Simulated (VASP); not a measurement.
# AlN: single point with PBE

The system is AlN.

```xyz
12
Lattice="2.2016 -2.2016 0.0000 2.2016 0.0000 -2.2016 9.5404 8.4393 8.4393" Properties=species:S:1:pos:R:3 pbc="T T T"
Al    5.6871    1.2840    3.4856
Al    3.4856    1.2840    1.2840
Al    7.8887    3.4856    3.4856
Al   12.2919    5.6871    5.6871
Al    7.8887    5.6871    5.6871
Al    3.4856   -0.9176   -0.9176
N     6.7879    2.3848    2.3848
N     4.5863    0.1832    2.3848
N     6.7879    4.5863    4.5863
N    11.1911    6.7879    6.7879
N     6.7879    6.7879    6.7879
N     2.3848    0.1832    0.1832
```

This cell differs from its parent crystal: the part above a cut slid along it.

* Program: VASP 6.6.1
* Task: single point
* Functional: PBE
* Potentials or basis: VASP PAW PBE potentials, release 64 (Al, N)
* Cutoff: 520 eV
* k mesh: 8 × 8 × 2
* Occupations: gaussian, width 0.05 eV
* Spin: no spin polarisation

| Quantity | Value |
| --- | --- |
| Pressure | -0.6 GPa |
| Largest force | 1.613 eV/Å |
| Band gap on the k mesh | 2.81 eV (least direct gap 3.07 eV) |

Forces on the atoms (eV/Å):
```
Al   0.023  0.028  0.028
Al   0.019  0.110  0.110
Al   0.026  0.027  0.027
Al  -0.209 -0.605 -0.605
Al   0.021  0.036  0.036
Al  -1.143  0.502  0.502
N   -0.027 -0.025 -0.025
N   -0.038 -0.013 -0.013
N   -0.022 -0.029 -0.029
N    1.486 -0.444 -0.444
N    0.010 -0.065 -0.065
N   -0.146  0.477  0.477
```

Stress tensor (GPa, compression positive):
```
-6.21  0.19  0.19
 0.19  2.15  4.30
 0.19  4.30  2.15
```

Levels at points of the mesh, in eV from the valence-band top:
```
           k point  band 21  band 22  band 23  band 24  band 25  band 26  band 27  band 28
(0.00, 0.00, 0.00)    -0.42    -0.38    -0.33     0.00     3.36     4.68     5.04     6.23
(0.50, 0.00, 0.00)    -1.35    -1.15    -0.92    -0.26     2.81     4.08     4.22     5.80
(0.50, 0.50, 0.00)    -1.19    -1.11    -0.92    -0.84     3.03     4.00     4.32     5.81
(0.00, 0.00, 0.50)    -0.46    -0.38    -0.33    -0.21     3.66     4.13     5.58     5.84
(0.50, 0.00, 0.50)    -1.20    -1.14    -0.91    -0.35     3.12     3.31     5.03     5.42
(0.50, 0.50, 0.50)    -1.39    -1.00    -0.90    -0.90     3.30     3.44     4.92     5.39
```

It took 4.6 min on 1 thread of AMD EPYC 7R13, with other jobs on the host, peak memory 0.32 GiB.

Caveat: the cell differs from its parent crystal (the part above a cut slid along it); the stress differs along the axes, from -6 to 2 GPa; forces of over 1 eV/Å act on the atoms, so gaps and moduli don't describe the material at rest. A k mesh can miss the band edges.
